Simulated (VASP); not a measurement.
**Ag: single point with PBEsol**

Ag:

```
CELL_PARAMETERS angstrom
1.50194 0.86714 7.34595
-1.50194 0.86714 7.34595
0.00000 -1.73429 7.34595
ATOMIC_POSITIONS crystal
Ag 0.22228 0.22228 0.22228
Ag 0.77772 0.77772 0.77772
Ag 0.00000 0.00000 0.00000
```

| Item | Value |
| --- | --- |
| Program | VASP 6.6.1 |
| Task | single point |
| Functional | PBEsol |
| Potentials or basis | VASP PAW PBE potentials, release 64 (Ag) |
| Cutoff | 520 eV |
| k mesh | 10 × 10 × 10 |
| Occupations | fermi-dirac, width 0.05 eV |
| Spin | no spin polarisation |
| Dipole correction | no |
| Further INCAR settings | ALGO = Fast; EDIFF = 1e-06; NBANDS = 24 |

- Pressure: -10.8 GPa
- Band gap on the k mesh: zero (an odd number of electrons rules out a gap without spin polarisation)

Forces in eV/Å, atoms in the order of the input:
```
Ag   0.000  0.000  0.002
Ag   0.000  0.000 -0.002
Ag   0.000  0.000  0.000
```

Stress tensor (GPa, compression positive):
```
-10.60   0.00   0.00
  0.00 -10.60   0.00
  0.00   0.00 -11.14
```

Levels at points of the mesh, in eV from the Fermi level:
```csv
k point,band 13,band 14,band 15,band 16,band 17,band 18,band 19,band 20,band 21,band 22
"(0.00, 0.00, 0.00)",-3.10,-3.10,-3.00,-3.00,-2.91,-2.91,7.32,7.34,15.23,15.60
"(0.50, 0.00, 0.00)",-2.72,-2.72,-2.71,0.10,1.19,1.30,4.37,4.67,5.72,10.29
"(0.50, 0.50, 0.00)",-2.73,-2.71,-2.68,0.46,0.58,1.41,3.57,5.54,7.51,8.01
"(0.50, 0.50, 0.50)",-3.49,-3.36,-3.36,-2.87,-2.87,-0.07,3.08,13.39,13.43,15.29
```

It took 17 min on 1 thread of Intel(R) Xeon(R) Platinum 8488C (Sapphire Rapids), with other jobs on the host, peak memory 0.47 GiB.

Caveat: the cell stands under tension; the PAW data sets were made with another functional, which shifts forces and pressure a little.
